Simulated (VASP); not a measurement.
The system is GaSb3.

```xyz
4
Lattice="5.2759 0.0000 0.0000 2.6379 4.5690 0.0000 2.6379 1.5230 4.3077" Properties=species:S:1:pos:R:3 pbc="T T T"
Ga    0.0000    0.0000    0.0000
Sb    2.6379    1.5230    1.0769
Sb    7.9138    4.5690    3.2308
Sb    5.2759    3.0460    2.1539
```

Base run:

```yaml
Program: VASP 6.6.1
Functional: PBE
Dispersion: D3(BJ)
Potentials_or_basis: VASP PAW PBE potentials, release 64 (Ga_d, Sb)
Cutoff: 520 eV
k_mesh: 6 × 6 × 6
Occupations: methfessel-paxton, width 0.1 eV
Spin: no spin polarisation
```

Its results: band gap on the k mesh zero (band 14 reaches 8.74 eV, above the bottom of band 15 at 5.08 eV); pressure -3.3 GPa.

Task: The run is repeated on the same cell with these changes: k mesh from 6 × 6 × 6 to 2 × 2 × 2. What comes out?

Result: Band gap on the k mesh zero (band 14 reaches 8.46 eV, above the bottom of band 15 at 5.04 eV); pressure -2.5 GPa.

Caveats: some runs use coarse meshes; spin-orbit coupling is left out, which moves the levels of the heavy elements; pairwise dispersion overbinds metals, which lowers pressure and volume.
